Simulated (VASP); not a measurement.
Y:

```
Y
1.0
     0.00000    3.50000    3.50000
     3.50000    0.00000    3.50000
     3.50000    3.50000    0.00000
Y
2
Cartesian
  7.0000 7.0000 7.0000
  1.7500 1.7500 1.7500
```

This isn't the form of Y at room conditions, which is hcp.

* Program: VASP 6.6.1
* Task: relaxation of cell and atoms
* Functional: PBEsol
* Potentials or basis: VASP PAW PBE potentials, release 64 (Y_sv)
* Cutoff: 500 eV
* k mesh: 11 × 11 × 11
* Occupations: fermi-dirac, width 0.05 eV
* Spin: no spin polarisation

At the start: pressure -1.0 GPa; volume 42.88 Å³/atom.

How do energy, volume and symmetry change on relaxing?

Over 3 steps the energy falls by 10.5 meV/atom and the volume is 39.84 Å³/atom (-7.1 %); space group Fd-3m (No. 227, to 0.1 Å) before and after.

Step by step:
| step | energy change (eV) | largest force (eV/Å) | pressure (GPa) | volume (Å³) |
| --- | --- | --- | --- | --- |
| 1 | 0.0000 | 0.0000 | -0.98 | 85.75 |
| 2 | -0.0157 | 0.0000 | -0.56 | 82.53 |
| 3 | -0.0210 | 0.0000 | 0.00 | 79.68 |

Final structure:
```cif
data_structure
_symmetry_space_group_name_H-M 'P 1'
_symmetry_Int_Tables_number 1
_cell_length_a 4.8300
_cell_length_b 4.8300
_cell_length_c 4.8300
_cell_angle_alpha 60.000
_cell_angle_beta 60.000
_cell_angle_gamma 60.000
_cell_volume 79.68
loop_
_atom_site_label
_atom_site_type_symbol
_atom_site_fract_x
_atom_site_fract_y
_atom_site_fract_z
_atom_site_occupancy
Y1 Y 0.00000 0.00000 0.00000 1
Y2 Y 0.25000 0.25000 0.25000 1
```

Caveat: the PAW data sets were made with another functional, which shifts forces and pressure a little.
